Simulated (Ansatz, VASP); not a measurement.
This is a calculation of Cu for VASP 6.6.1.

The input INCAR:

```
  PREC = Accurate
  ENCUT = 520
  EDIFF = 1E-7
  ISMEAR = -1
  SIGMA = 0.05
  LREAL = F
  LASPH = T
  NELM = 60
  ALGO = Fast
  ISIF = 2
  LWAVE = F
  LCHARG = F
  GGA = PE
  NBANDS = 18
```

File KPOINTS:

```
Automatic mesh
0
Gamma
  12 12 7
```

File POSCAR:

```
Cu
1.0
    2.5837974578      0.0000000000      0.0000000000
   -1.2918987289      2.2376342367      0.0000000000
    0.0000000000      0.0000000000      4.1932301247
Cu
2
Direct
    0.6666666667      0.3333333333      0.7500000000
    0.3333333333      0.6666666667      0.2500000000
```

Potentials or basis: VASP PAW PBE potentials, release 64 (Cu).

The run is started by

```console
$ cat potpaw_PBE.64/Cu/POTCAR > POTCAR
$ mpirun -np 1 vasp_std > vasp.out
```

Q: Set up the same calculation for Ansatz 0.2.0. Potentials there: all-electron LAPW, scalar-relativistic.

A: As run (the cutoff follows the program's own potentials):

The input input.yaml:

```yaml
crystal:
  lattice:
    - [2.5837974578, 0.0, 0.0]
    - [-1.2918987289, 2.2376342367, 0.0]
    - [0.0, 0.0, 4.1932301247]
  atoms:
    - { symbol: Cu, position: [0.6666666667, 0.3333333333, 0.75] }
    - { symbol: Cu, position: [0.3333333333, 0.6666666667, 0.25] }
kpoints:
  mp_grid: { grid: [12, 12, 7] }
scf:
  occupations: { method: fermi_dirac, width: 0.05 }
hamiltonian:
  xc: pbe
  pseudopotentials: { kind: all_electron, lapw: { basis_error: 0.0005 } }
output:
  forces: true
  stress: true
  eigenvalues: true
```

Potentials or basis: all-electron LAPW, scalar-relativistic.

Launch:

```sh
$ ansatz run input.yaml --threads 1 --pin off --max-ram 3072MiB --backend cpu --events-out ev --progress --plain --runs-dir out
```

Both were run:

|  | VASP | Ansatz | Ansatz less VASP |
| --- | --- | --- | --- |
| gap on the k mesh at the Fermi level (eV) | none | none | - |
| pressure (GPa) | -1.2 | -1.6 | -0.36 |
| traceless stress, the component that is largest in VASP (GPa) | -0.06 | 0.03 | +0.087 |

A gap of «none» marks a metal or a gap that the smearing closes. Ansatz ran all-electron here, and VASP with PAW potentials.
